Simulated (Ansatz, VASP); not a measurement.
**SiNi2 in VASP and in Ansatz**

Contents of INCAR:

```
  PREC = Accurate
  ENCUT = 520
  EDIFF = 1E-6
  ISMEAR = 0
  SIGMA = 0.15
  LREAL = False
  LASPH = True
  NELM = 80
  ALGO = Fast
  ISIF = 2
  LWAVE = False
  LCHARG = False
  GGA = PS
  NBANDS = 33
```

The input KPOINTS:

```
regular mesh
0
Gamma
  12 12 10
```

The input POSCAR:

```
SiNi2
1.0
    3.8684636248      0.0000000000      0.0000000000
   -1.9342318124      3.3501877727      0.0000000000
    0.0000000000      0.0000000000      4.9169852794
Si Ni
2 4
Direct
    0.3333333333      0.6666666667      0.7500000000
    0.6666666667      0.3333333333      0.2500000000
    0.0000000000      0.0000000000     -0.0457597465
    0.0000000000      0.0000000000      0.5457597465
    0.3333333333      0.6666666667      0.2500000000
    0.6666666667      0.3333333333      0.7500000000
```

Input for Ansatz:

```yaml
crystal:
  lattice:
    - [3.8684636248, 0.0, 0.0]
    - [-1.9342318124, 3.3501877727, 0.0]
    - [0.0, 0.0, 4.9169852794]
  atoms:
    - { symbol: Si, position: [0.3333333333, 0.6666666667, 0.75] }
    - { symbol: Si, position: [0.6666666667, 0.3333333333, 0.25] }
    - { symbol: Ni, position: [0.0, 0.0, -0.0457597465] }
    - { symbol: Ni, position: [0.0, 0.0, 0.5457597465] }
    - { symbol: Ni, position: [0.3333333333, 0.6666666667, 0.25] }
    - { symbol: Ni, position: [0.6666666667, 0.3333333333, 0.75] }
basis:
  ecutwfc: 420
kpoints:
  mp_grid: { grid: [12, 12, 10] }
hamiltonian:
  xc: pbesol
scf:
  occupations: { method: gaussian, width: 0.15 }
output:
  forces: true
  stress: true
  eigenvalues: true
```

Change from the starting cell: mode 14 (307.9 1/cm) frozen in, largest displacement +0.225 Å.

Alike in both runs: task single point; functional PBEsol; k mesh 12 × 12 × 10; occupations gaussian, width 0.15 eV; no spin polarisation.

```csv
,VASP,Ansatz
version,VASP 6.6.1,Ansatz 0.2.0
potentials or method,"VASP PAW PBE potentials, release 64 (Si, Ni), cutoff 520 eV","scalar-relativistic, plane waves, PAW"
valence electrons in the cell,48,80
```

```csv
,VASP,Ansatz,Ansatz less VASP
gap on the k mesh at the Fermi level (eV),none,none,-
pressure (GPa),9.8,9.8,+0.04
"traceless stress, the component that is largest in VASP (GPa)",9.74,10.22,+0.480
rms of the force components (eV/Å),2.206,2.241,+0.0344
```

VASP's potentials were made for PBE, not for PBEsol. Atom by atom the forces differ by 0.034 eV/Å (rms over components). A gap of «none» marks a metal or a gap that the smearing closes. VASP's potentials hold 48 valence electrons a cell and Ansatz's 80, so a difference there can come from the potentials and not from the codes.
